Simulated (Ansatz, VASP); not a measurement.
Mg in VASP and in Ansatz

Contents of INCAR:

```
PREC     = Accurate       # precision mode
ENCUT    = 520            # plane-wave cutoff, eV
EDIFF    = 1E-7           # SCF threshold, eV
ISMEAR   = 0              # smearing method
SIGMA    = 0.026000000000000002 # smearing width, eV
LREAL    = False          # projectors in reciprocal space
LASPH    = True           # aspherical terms in the spheres
NELM     = 100            # most SCF steps
ALGO     = Fast           # electronic algorithm
ISIF     = 2              # what is computed and relaxed
LWAVE    = False          # write WAVECAR
LCHARG   = False          # write CHGCAR
GGA      = PE             # functional
NBANDS   = 12             # bands
```

File KPOINTS:

```
regular mesh
0
Gamma
  10 10 3
```

Contents of POSCAR:

```
Mg
1.0
    3.1768261656      0.0000000000      0.0000000000
   -1.5884130828      2.7512121628      0.0000000000
    0.0000000000      0.0000000000     10.3188620100
Mg
4
Direct
    0.6666666667      0.3333333333      0.7500000000
    0.0000000000      0.0000000000      0.5000000000
    0.3333333333      0.6666666667      0.2500000000
    0.0000000000      0.0000000000      0.0000000000
```

input.yaml

```yaml
crystal:
  lattice:
    - [3.1768261656, 0.0, 0.0]
    - [-1.5884130828, 2.7512121628, 0.0]
    - [0.0, 0.0, 10.31886201]
  atoms:
    - { symbol: Mg, position: [0.6666666667, 0.3333333333, 0.75] }
    - { symbol: Mg, position: [0.0, 0.0, 0.5] }
    - { symbol: Mg, position: [0.3333333333, 0.6666666667, 0.25] }
    - { symbol: Mg, position: [0.0, 0.0, 0.0] }
hamiltonian:
  xc: pbe
  pseudopotentials: { kind: paw }
kpoints:
  mp_grid: { grid: [10, 10, 3] }
scf:
  occupations: { method: gaussian, width: 0.026 }
output:
  forces: true
  stress: true
  eigenvalues: true
```

Alike in both runs: task single point; functional PBE; k mesh 10 × 10 × 3; occupations gaussian, width 0.026 eV; no spin polarisation.

```csv
,VASP,Ansatz
version,VASP 6.6.1,Ansatz 0.2.0
potentials or method,"VASP PAW PBE potentials, release 64 (Mg)",Ansatz PAW
plane-wave cutoff (eV),520,420
valence electrons in the cell,8,40
```

Ansatz gave:

| Quantity | Value |
| --- | --- |
| gap on the k mesh at the Fermi level (eV) | none |
| pressure (GPa) | 1.0 |
| traceless stress, the component that is largest in VASP (GPa) | 0.91 |

Question: Estimate VASP's values.

Answer: gap on the k mesh at the Fermi level (eV): none; pressure (GPa): 0.8; traceless stress, the component that is largest in VASP (GPa): 0.91.

A gap of «none» marks a metal or a gap that the smearing closes. VASP's potentials hold 8 valence electrons a cell and Ansatz's 40, so a difference there can come from the potentials and not from the codes.
